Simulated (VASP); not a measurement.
# Cu (I4/mmm) in VASP: settings compared, part 2 of 2

VASP 6.6.1.

### Step 3. Single point, PBE

File INCAR:

```
SYSTEM = Cu
  ALGO = Normal
  EDIFF = 1E-6
  ENCUT = 820
  GGA = PE
  GGA_COMPAT = .False.
  ISIF = 2
  ISMEAR = 0
  LASPH = .True.
  LCHARG = .True.
  LELF = .True.
  LREAL = .False.
  LVHAR = .True.
  LWAVE = .False.
  NBANDS = 16
  NELM = 120
  PREC = Accurate
  SIGMA = 0.013000000000000001
```

File KPOINTS:

```
k-points
0
Gamma
  13 13 13
  0 0 0
```

File POSCAR:

```
Cu
1.0
   -1.4427933200      1.4427933200      1.3760814500
    1.4427933200     -1.4427933200      1.3760814500
    1.4427933200      1.4427933200     -1.3760814500
Cu
1
Direct
    0.0000000000      0.0000000000      0.0000000000
```

Potentials or basis: VASP PAW PBE potentials, release 64 (Cu_sv_GW).

Started as:

```sh
$ cat potpaw_PBE.64/Cu_sv_GW/POTCAR > POTCAR
$ mpirun -np 1 vasp_std > vasp.out
```

OUTCAR:

```text
SYSTEM = Cu
   EDIFF = 1E-6
   ENCUT = 820
   GGA = PE
   ISIF = 2
   ISMEAR = 0
   LASPH = .True.
   LREAL = .False.
   NELM = 120
   PREC = Accurate

 ion  position               nearest neighbor table
   1  0.000  0.000  0.000-

  LATTYP: Found a body centered tetragonal cell.
 ALAT       =     2.8855866400
 C/A-ratio  =     0.9537620052

  Lattice vectors:

 A1 = (  -1.4427933200,   1.4427933200,   1.3760814500)
 A2 = (   1.4427933200,  -1.4427933200,   1.3760814500)
 A3 = (   1.4427933200,   1.4427933200,  -1.3760814500)

Analysis of symmetry for initial positions (statically):
=====================================================================
 Subroutine PRICEL returns:
 Original cell was already a primitive cell.

 Routine SETGRP: Setting up the symmetry group for a
 body centered tetragonal supercell.

 Subroutine GETGRP returns: Found 16 space group operations
 (whereof 16 operations were pure point group operations)
 out of a pool of 16 trial point group operations.

The static configuration has the point symmetry D_4h.

Analysis of symmetry for dynamics (positions and initial velocities):
=====================================================================
 Subroutine PRICEL returns:
 Original cell was already a primitive cell.

 Routine SETGRP: Setting up the symmetry group for a
 body centered tetragonal supercell.

 Subroutine GETGRP returns: Found 16 space group operations
 (whereof 16 operations were pure point group operations)
 out of a pool of 16 trial point group operations.

The dynamic configuration has the point symmetry D_4h.

 Subroutine INISYM returns: Found 16 space group operations
[... 100 lines left out ...]
   NFREE  =      0    steps in history (QN), initial steepest desc. (CG)
   ISIF   =      2    stress and relaxation
   ISYM   =      2    0-nonsym 1-usesym 2-fastsym
   POTIM  = 0.5000    time-step for ionic-motion
   TEBEG  =    0.0;   TEEND  =   0.0 temperature during run
   PSTRESS=    0.0 pullay stress
   NELECT =      19.0000    total number of electrons
   NUPDOWN=      -1.0000    fix difference up-down
   EMIN   =  10.00;   EMAX   =-10.00  energy-range for DOS
   EFERMI =   0.00;   METHOD = LEGACY
   ISMEAR =     0;   SIGMA  =   0.01  broadening in eV -4-tet -1-fermi 0-gaus
   EFERMI_NEDOS =   21; number of points for ismear=-14 and -15
   IALGO  =     38    algorithm
   IMIX   =      4    mixing-type and parameters
     AMIX     =   0.40;   BMIX     =  1.00
     AMIX_MAG =   1.60;   BMIX_MAG =  1.00
  volume/ion in A,a.u.               =      11.46        77.32
  Fermi-wavevector in a.u.,A,eV,Ry     =   1.937709  3.661739 51.086019  3.754716
  Thomas-Fermi vector in A             =   2.968234
   LORBIT       =      0    0 simple, 1 ext, 2 COOP (PROOUT), +10 PAW based schemes
   GGA     = PE    functional components
   LHFCALC =     F    Hartree Fock is set to
   AEXX    =    0.0000 exact exchange contribution
   IVDW    =     0    specifies the selected vdW correction
   LEPSILON=     F    determine dielectric tensor
   LRPA    =     F    only Hartree local field effects (RPA)
 non-spin polarized calculation
 Gauss-broadening in eV      SIGMA  =   0.01
  energy-cutoff  :      820.00
  volume of cell :       11.46
 maximum number of plane-waves:       625
   NGX = 11   NGY = 11   NGZ = 11

 number of electron      19.0000004 magnetization

 Free energy of the ion-electron system (eV)
  ---------------------------------------------------
  ext. energy  EPLUGINS =         0.00000000
  ---------------------------------------------------
  free energy    TOTEN  =        -3.75257964 eV

  energy without entropy =       -3.75253428  energy(sigma->0) =       -3.75255696

 E-fermi :   7.9051     XC(G=0): -13.5548

 val. band max:        7.8998045979   @ k =  -0.3077   0.4615   0.0769
 cond. band min:       7.9380635499   @ k =  -0.2308   0.4615   0.0769
 fundamental gap:      0.0382589519
 Fermi energy:         7.9051305005

 k-point     1 :       0.0000    0.0000    0.0000
  band No.  band energies     occupation
      1    -104.6937      2.00000
      2     -61.9990      2.00000
      3     -61.9973      2.00000
      4     -61.9973      2.00000
      5      -1.6733      2.00000
      6       4.6700      2.00000
[... 433 lines left out ...]
      3     -62.0502      2.00000
      4     -62.0076      2.00000
      5       3.1151      2.00000
      6       4.0399      2.00000
[... 8 lines left out ...]
     15      37.4241      0.00000
     16      39.8468      0.00000

 [... further k-points ...]
[... 5 lines left out ...]
  --------------------------------------------------------------------------------------
  -------------------------------------------------------------------------------------
  Total        0.4158592      0.4158592      0.4376057      0.0000000      0.0000000     -0.0000000
  in kB       58.1493003     58.1493003     61.1901050      0.0000000      0.0000000     -0.0000000
  external PRESSURE =      59.1629019 kB  Pullay stress =       0.0000000 kB

 VOLUME and BASIS-vectors are now :
 -----------------------------------------------------------------------------
  energy-cutoff  :      820.00
  volume of cell :       11.46
      direct lattice vectors                 reciprocal lattice vectors
    -1.442793320  1.442793320  1.376081450     0.000000000  0.346549983  0.363350585
     1.442793320 -1.442793320  1.376081450     0.346549983  0.000000000  0.363350585
     1.442793320  1.442793320 -1.376081450     0.346549983  0.346549983  0.000000000

 POSITION                                       TOTAL-FORCE (eV/Angst)
 -----------------------------------------------------------------------------------
      0.00000      0.00000      0.00000        -0.000000      0.000000      0.000000
 -----------------------------------------------------------------------------------
    total drift:                                0.000000      0.000000     -0.000000

  FREE ENERGIE OF THE ION-ELECTRON SYSTEM (eV)
  ---------------------------------------------------
  free  energy   TOTEN  =        -3.7525796448 eV

  energy  without entropy=       -3.7525342755  energy(sigma->0) =       -3.75255696
```

OSZICAR:

```text
N       E                     dE             d eps       ncg     rms          rms(c)
DAV:   1     0.254062181275E+03    0.25406E+03   -0.14975E+04  8152   0.498E+03
DAV:   2     0.588970330238E+01   -0.24817E+03   -0.23587E+03  9520   0.983E+02
DAV:   3    -0.443060736343E+01   -0.10320E+02   -0.10293E+02  8720   0.199E+02
DAV:   4    -0.457340983739E+01   -0.14280E+00   -0.14279E+00  8464   0.162E+01
DAV:   5    -0.458195218619E+01   -0.85423E-02   -0.85423E-02  9328   0.436E+00    0.821E+00
DAV:   6    -0.427926094263E+01    0.30269E+00   -0.55260E+00  7656   0.188E+02    0.530E+00
DAV:   7    -0.376986918140E+01    0.50939E+00   -0.17843E+00  6824   0.103E+02    0.178E+00
DAV:   8    -0.375268605087E+01    0.17183E-01   -0.25620E-02 10456   0.412E+00    0.247E-01
DAV:   9    -0.375264030787E+01    0.45743E-04   -0.14297E-03  9896   0.254E+00    0.879E-02
DAV:  10    -0.375257977801E+01    0.60530E-04   -0.10835E-04 10272   0.742E-01    0.674E-03
DAV:  11    -0.375257964479E+01    0.13323E-06   -0.48409E-07  5320   0.173E-02
   1 F= -.37525796E+01 E0= -.37525570E+01  d E =-.453693E-04
```

It took 21 s on 1 thread of Intel Xeon 6975P-C (Granite Rapids), shared host; peak memory 0.22 GiB.

What came out:

- Free energy: -3.7526 eV
- Pressure: 5.9 GPa
- Band gap on the k mesh: zero (an odd number of electrons rules out a gap without spin polarisation)

Levels at points of the mesh, in eV from the Fermi level:
```
           k point  band 6  band 7  band 8  band 9  band 10  band 11  band 12  band 13  band 14  band 15
(0.00, 0.00, 0.00)   -3.24   -3.04   -3.04   -2.15    -1.95    24.94    24.94    26.19    28.94    28.95
```

Caveat: the cell stands under pressure.

### Step 4. Single point, HSE06

This run uses another cell than the first one, of 11.92 Å³/atom.

File POSCAR:

```
Cu
1.0
   -1.4617796199      1.4617796199      1.3941898615
    1.4617796199     -1.4617796199      1.3941898615
    1.4617796199      1.4617796199     -1.3941898615
Cu
1
Direct
    0.0000000000      0.0000000000      0.0000000000
```

File INCAR.step1:

```
SYSTEM = Cu
PREC = Accurate
ENCUT = 520
EDIFF = 1E-5
ISMEAR = -1
SIGMA = 0.05
LREAL = .False.
LASPH = .True.
NELM = 60
ALGO = Normal
ISIF = 2
LWAVE = .True.
GGA = PE
NBANDS = 12
```

File INCAR.step2:

```
SYSTEM = Cu
PREC = Accurate
ENCUT = 520
EDIFF = 1E-7
ISMEAR = -1
SIGMA = 0.05
LREAL = .False.
LASPH = .True.
NELM = 60
ALGO = Normal
ISIF = 2
LWAVE = .False.
LCHARG = .True.
GGA = PE
LHFCALC = .True.
HFSCREEN = 0.2079
PRECFOCK = Normal
LELF = .True.
LVHAR = .True.
ISTART = 1
NBANDS = 12
```

File KPOINTS:

```
regular mesh
0
Gamma
  8 8 8
  0 0 0
```

Potentials or basis: VASP PAW PBE potentials, release 64 (Cu).

Started as:

```sh
$ cat potpaw_PBE.64/Cu/POTCAR > POTCAR
$ cp INCAR.step1 INCAR
$ mpirun -np 1 vasp_std > vasp.out
$ cp INCAR.step2 INCAR
$ mpirun -np 1 vasp_std > vasp.out
```

OUTCAR:

```text
SYSTEM = Cu
   PREC = Accurate
   ENCUT = 520
   EDIFF = 1E-7
   ISMEAR = -1
   LREAL = .False.
   LASPH = .True.
   NELM = 60
   ISIF = 2
   GGA = PE
   LHFCALC = .True.
   HFSCREEN = 0.2079
   PRECFOCK = Normal
   ISTART = 1

 ion  position               nearest neighbor table
   1  0.000  0.000  0.000-

  LATTYP: Found a body centered tetragonal cell.
 ALAT       =     2.9235592398
 C/A-ratio  =     0.9537620052

  Lattice vectors:

 A1 = (  -1.4617796199,   1.4617796199,   1.3941898615)
 A2 = (   1.4617796199,  -1.4617796199,   1.3941898615)
 A3 = (   1.4617796199,   1.4617796199,  -1.3941898615)

Analysis of symmetry for initial positions (statically):
=====================================================================
 Subroutine PRICEL returns:
 Original cell was already a primitive cell.

 Routine SETGRP: Setting up the symmetry group for a
 body centered tetragonal supercell.

 Subroutine GETGRP returns: Found 16 space group operations
 (whereof 16 operations were pure point group operations)
 out of a pool of 16 trial point group operations.

The static configuration has the point symmetry D_4h.

Analysis of symmetry for dynamics (positions and initial velocities):
=====================================================================
 Subroutine PRICEL returns:
 Original cell was already a primitive cell.

 Routine SETGRP: Setting up the symmetry group for a
 body centered tetragonal supercell.

 Subroutine GETGRP returns: Found 16 space group operations
 (whereof 16 operations were pure point group operations)
 out of a pool of 16 trial point group operations.

The dynamic configuration has the point symmetry D_4h.

 Subroutine INISYM returns: Found 16 space group operations
 (whereof 16 operations are pure point group operations),
 and found     1 'primitive' translations

----------------------------------------------------------------------------------------

                                     Primitive cell

  volume of cell :      11.9164

  direct lattice vectors                    reciprocal lattice vectors
    -1.461779620  1.461779620  1.394189861     0.000000000  0.342048824  0.358631212
     1.461779620 -1.461779620  1.394189861     0.342048824  0.000000000  0.358631212
     1.461779620  1.461779620 -1.394189861     0.342048824  0.342048824  0.000000000

  length of vectors
     2.493464394  2.493464394  2.493464394     0.495594334  0.495594334  0.483730086

  position of ions in fractional coordinates (direct lattice)
     0.000000000  0.000000000  0.000000000

  ion indices of the primitive-cell ions
   primitive index   ion index
                 1           1

----------------------------------------------------------------------------------------

 KPOINTS: regular mesh

Automatic generation of k-mesh.
 Grid dimensions read from file:
 generate k-points for:    8    8    8

 Generating k-lattice:

  Cartesian coordinates                     Fractional coordinates (reciprocal lattice)
[... 21 lines left out ...]
  0.500000 -0.000000  0.000000      4.000000
  0.125000  0.125000  0.000000      8.000000
[... 16 lines left out ...]
  0.250000  0.125000  0.125000     16.000000
  0.375000  0.125000  0.125000      8.000000
 [... further k-points ...]
   k-points           NKPTS =     59   k-points in BZ     NKDIM =    512   number of bands    NBANDS=     12
   number of dos      NEDOS =    301   number of ions     NIONS =      1
   total plane-waves  NPLWV =   8000
   dimension x,y,z NGX =    20 NGY =   20 NGZ =   20
   dimension x,y,z NGXF=    40 NGYF=   40 NGZF=   40
   ions per type =               1
   NGX,Y,Z   is equivalent  to a cutoff of  13.33, 13.33, 13.33 a.u.
   NGXF,Y,Z  is equivalent  to a cutoff of  26.67, 26.67, 26.67 a.u.
 SYSTEM =  Cu
   PREC   = accura    normal or accurate (medium, high low for compatibility)
   ISTART =      1    job   : 0-new  1-cont  2-samecut
   ICHARG =      0    charge: 1-file 2-atom 10-const
   ISPIN  =      1    spin polarized calculation?
   LNONCOLLINEAR =      F non collinear calculations
   LSORBIT =      F    spin-orbit coupling
   LASPH  =      T    aspherical Exc in radial PAW
   ENCUT  =  520.0 eV  38.22 Ry    6.18 a.u.   4.64  4.64  4.64*2*pi/ulx,y,z
   NELM   =     60;   NELMIN=  2; NELMDL=  0     # of ELM steps
   EDIFF  = 0.1E-06   stopping-criterion for ELM
   LREAL  =      F    real-space projection
   EDIFFG = 0.1E-05   stopping-criterion for IOM
   NSW    =      0    number of steps for IOM
   IBRION =     -1    ionic relax: 0-MD 1-quasi-New 2-CG
   NFREE  =      0    steps in history (QN), initial steepest desc. (CG)
   ISIF   =      2    stress and relaxation
   ISYM   =      3    0-nonsym 1-usesym 2-fastsym
   POTIM  = 0.5000    time-step for ionic-motion
   TEBEG  =    0.0;   TEEND  =   0.0 temperature during run
   PSTRESS=    0.0 pullay stress
   NELECT =      11.0000    total number of electrons
   NUPDOWN=      -1.0000    fix difference up-down
   EMIN   =  10.00;   EMAX   =-10.00  energy-range for DOS
   EFERMI =   0.00;   METHOD = LEGACY
   ISMEAR =    -1;   SIGMA  =   0.05  broadening in eV -4-tet -1-fermi 0-gaus
   EFERMI_NEDOS =   21; number of points for ismear=-14 and -15
   IALGO  =     38    algorithm
   IMIX   =      1    mixing-type and parameters
     AMIX     =   0.40;   BMIX     =  1.00
     AMIX_MAG =   1.60;   BMIX_MAG =  1.00
  volume/ion in A,a.u.               =      11.92        80.42
  Fermi-wavevector in a.u.,A,eV,Ry     =   1.594008  3.012238 34.570518  2.540861
  Thomas-Fermi vector in A             =   2.692149
   LORBIT       =      0    0 simple, 1 ext, 2 COOP (PROOUT), +10 PAW based schemes
   GGA     = PE    functional components
   LHFCALC =     T    Hartree Fock is set to
   PRECFOCK=normal    Normal, Fast or Accurate (Low or Medium for compatibility)
   ENCUT4O =  -1.0   cutoff for four orbital integrals eV
   NKREDX  =     1    reduce k-point grid by
   NKREDY  =     1    reduce k-point grid by
   NKREDZ  =     1    reduce k-point grid by
   AEXX    =    0.2500 exact exchange contribution
   HFSCREEN=    0.2079 screening length (either q_TF or 0.3 A-1)
   HFSCREENC=   0.2079 screening length for correlation (either q_TF or 0.3 A-1)
   ENCUTFOCK=  -1.0 apply spherical cutoff to Coloumb kernel
   IVDW    =     0    specifies the selected vdW correction
   LEPSILON=     F    determine dielectric tensor
   LRPA    =     F    only Hartree local field effects (RPA)
 non-spin polarized calculation
  energy-cutoff  :      520.00
  volume of cell :       11.92
 maximum number of plane-waves:       337
  NGX = 14; NGY = 14; NGZ = 14

 number of electron      10.9999994 magnetization

 Free energy of the ion-electron system (eV)
  ---------------------------------------------------
  ext. energy  EPLUGINS =         0.00000000
  ---------------------------------------------------
  free energy    TOTEN  =        -3.56984158 eV

  energy without entropy =       -3.56554575  energy(sigma->0) =       -3.56769366

 E-fermi :   7.1877     XC(G=0): -10.2697

 val. band max:        6.9740797641   @ k =   0.5000   0.3750   0.0000
 cond. band min:       7.2044672378   @ k =   0.5000   0.1250   0.0000
 fundamental gap:      0.2303874738
 Fermi energy:         7.1877411625

 k-point     1 :       0.0000    0.0000    0.0000
  band No.  band energies     occupation
      1      -3.0184      2.00000
      2       2.6019      2.00000
      3       2.7855      2.00000
      4       2.7855      2.00000
      5       3.6344      2.00000
      6       3.8283      2.00000
      7      32.9641      0.00000
      8      32.9641      0.00000
      9      34.1849      0.00000
     10      37.0462      0.00000
     11      37.2317      0.00000
     12      37.2317      0.00000
[... 331 lines left out ...]
 k-point    24 :       0.3750    0.1250    0.1250
  band No.  band energies     occupation
      1       1.4414      2.00000
      2       1.8849      2.00000
      3       3.2036      2.00000
      4       3.8141      2.00000
      5       4.0103      2.00000
      6       9.7261      0.00000
      7      12.9756      0.00000
      8      20.1823      0.00000
      9      20.5748      0.00000
     10      36.3917      0.00000
     11      39.5059      0.00000
     12      43.7139      0.00000

 [... further k-points ...]
[... 5 lines left out ...]
  --------------------------------------------------------------------------------------
  -------------------------------------------------------------------------------------
  Total        0.1550391      0.1550391      0.1167245      0.0000000      0.0000000      0.0000000
  in kB       20.8451954     20.8451954     15.6937497      0.0000000      0.0000000      0.0000000
  external PRESSURE =      19.1280468 kB  Pullay stress =       0.0000000 kB

 VOLUME and BASIS-vectors are now :
 -----------------------------------------------------------------------------
  energy-cutoff  :      520.00
  volume of cell :       11.92
      direct lattice vectors                 reciprocal lattice vectors
    -1.461779620  1.461779620  1.394189861     0.000000000  0.342048824  0.358631212
     1.461779620 -1.461779620  1.394189861     0.342048824  0.000000000  0.358631212
     1.461779620  1.461779620 -1.394189861     0.342048824  0.342048824  0.000000000

 POSITION                                       TOTAL-FORCE (eV/Angst)
 -----------------------------------------------------------------------------------
      0.00000      0.00000      0.00000         0.000000      0.000000     -0.000000
 -----------------------------------------------------------------------------------
    total drift:                                0.000000     -0.000000     -0.000006

  FREE ENERGIE OF THE ION-ELECTRON SYSTEM (eV)
  ---------------------------------------------------
  free  energy   TOTEN  =        -3.5698415778 eV

  energy  without entropy=       -3.5655457493  energy(sigma->0) =       -3.56769366
```

OUTCAR.step1:

```text
SYSTEM = Cu
   PREC = Accurate
   ENCUT = 520
   EDIFF = 1E-5
   ISMEAR = -1
   LREAL = .False.
[... 578 lines left out ...]
 -----------------------------------------------------------------------------------
      0.00000      0.00000      0.00000        -0.000000      0.000000     -0.000000
 -----------------------------------------------------------------------------------
    total drift:                               -0.000000     -0.000000      0.000000

  FREE ENERGIE OF THE ION-ELECTRON SYSTEM (eV)
  ---------------------------------------------------
  free  energy   TOTEN  =        -3.6576709205 eV

  energy  without entropy=       -3.6503194018  energy(sigma->0) =       -3.65399516
```

It took 74 min on 1 thread of Oxide Virtual Turin-like, shared host; peak memory 0.2 GiB.

What came out:

| Item | Value |
| --- | --- |
| Free energy | -3.5698 eV |
| Pressure | 1.9 GPa |
| Band gap on the k mesh | zero (an odd number of electrons rules out a gap without spin polarisation) |

Caveat: the k points lie up to 0.39 Å⁻¹ apart, too coarse for converged energies and pressures of a metal; the PAW data sets were made with another functional, which shifts forces and pressure a little.

### Step 5. The runs side by side

| level | potentials or basis | cell | k mesh | cutoff (eV) | smearing | grid for exact exchange (PRECFOCK) | share of exact exchange | screening parameter | gap on the mesh (eV) | pressure (GPa) |
| --- | --- | --- | --- | --- | --- | --- | --- | --- | --- | --- |
| PBE | VASP PAW PBE potentials, release 64 (Cu_sv_GW) | a = 2.461 Å, angles 108.2, 108.2, 112.0°, 1 atom | 13 × 13 × 13 | 820 | gaussian 0.018 eV | - | - | - | none | 6.1 |
| PBE | VASP PAW PBE potentials, release 64 (Cu_sv_GW) | a = 2.461 Å, angles 108.2, 108.2, 112.0°, 1 atom | 13 × 13 × 13 | 820 | gaussian 0.013 eV | - | - | - | none | 5.9 |
| HSE06 | VASP PAW PBE potentials, release 64 (Cu) | a = 2.493 Å, angles 108.2, 108.2, 112.0°, 1 atom | 8 × 8 × 8 | 520 | fermi-dirac 0.05 eV | Normal | 0.25 | 0.2079 1/Å | none | 1.9 |

Alike in all rows: task single point; no spin polarisation.

Caveats: some runs use coarse meshes; the cell stands under pressure (at least some runs); the PAW data sets were made with another functional, which shifts forces and pressure a little (at least some runs).

Total energies depend on the potentials used, so only differences within one code and one set of settings carry meaning.

The gap in the log of VASP goes by the Fermi energy; the results here count the filled bands.